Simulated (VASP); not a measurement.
**PbO2: single point with PBEsol**

Crystal: PbO2.

```xyz
6
Lattice="5.1472 0.0000 0.0000 0.0000 4.9598 0.0000 0.0000 0.0000 3.3860" Properties=species:S:1:pos:R:3 pbc="T T T"
Pb    0.0000    0.0000    0.0000
Pb    2.5736    2.4799    1.6930
O     1.6630    1.4458    0.0000
O     0.9106    3.9257    1.6930
O     3.4842    3.5139    0.0000
O     4.2366    1.0340    1.6930
```

This cell differs from its parent crystal: uniaxial strain along a: +3.0 %.

```
Program             : VASP 6.6.1
Task                : single point
Functional          : PBEsol
Potentials or basis : VASP PAW PBE potentials, release 64 (Pb_d, O)
Cutoff              : 520 eV
k mesh              : 8 × 8 × 10
Occupations         : gaussian, width 0.1 eV
Spin                : no spin polarisation
```

```
Pressure               : -1.5 GPa
Largest force          : 0.006 eV/Å
Band gap on the k mesh : 0.15 eV (least direct gap 0.26 eV)
```

Forces on the atoms (eV/Å):
```
Pb   0.000  0.000  0.000
Pb   0.000  0.000  0.000
O   -0.004  0.004  0.000
O    0.004  0.004  0.000
O    0.004 -0.004  0.000
O   -0.004 -0.004  0.000
```

Stress tensor (GPa, compression positive):
```
-2.47  0.00  0.00
 0.00 -1.46  0.00
 0.00  0.00 -0.63
```

Levels at points of the mesh, in eV from the valence-band top:
| k point | band 22 | band 23 | band 24 | band 25 | band 26 | band 27 | band 28 | band 29 | band 30 | band 31 |
| --- | --- | --- | --- | --- | --- | --- | --- | --- | --- | --- |
| (0.00, 0.00, 0.00) | -0.56 | -0.54 | -0.53 | -0.52 | -0.47 | 0.15 | 4.15 | 5.72 | 5.96 | 9.57 |
| (0.50, 0.00, 0.00) | -1.37 | -0.55 | -0.55 | -0.34 | -0.34 | 2.35 | 2.35 | 6.66 | 6.66 | 9.33 |
| (0.00, 0.50, 0.00) | -1.15 | -0.58 | -0.58 | -0.29 | -0.29 | 2.19 | 2.19 | 6.23 | 6.23 | 9.54 |
| (0.50, 0.50, 0.00) | -1.47 | -0.58 | -0.58 | -0.39 | -0.39 | 2.73 | 2.73 | 6.62 | 6.62 | 9.78 |
| (0.00, 0.00, 0.50) | -1.94 | -1.03 | -1.03 | -0.65 | -0.65 | 3.61 | 3.61 | 8.62 | 8.62 | 9.62 |
| (0.50, 0.00, 0.50) | -0.83 | -0.82 | -0.82 | -0.19 | -0.19 | 3.84 | 3.84 | 6.92 | 6.92 | 10.09 |
| (0.00, 0.50, 0.50) | -1.12 | -0.59 | -0.59 | -0.23 | -0.23 | 3.93 | 3.93 | 7.17 | 7.17 | 9.70 |
| (0.50, 0.50, 0.50) | -1.88 | -0.61 | -0.61 | -0.45 | -0.45 | 2.73 | 2.73 | 8.11 | 8.11 | 9.52 |

Run time: 3.9 min on 1 thread of Intel(R) Xeon(R) 6975P-C (Granite Rapids) (shared host), peak memory 0.45 GiB.

Caveat: the cell differs from its parent crystal (uniaxial strain along a: +3.0 %); the PAW data sets were made with another functional, which shifts forces and pressure a little; spin-orbit coupling is left out, which moves the levels of the heavy elements. A k mesh can miss the band edges.
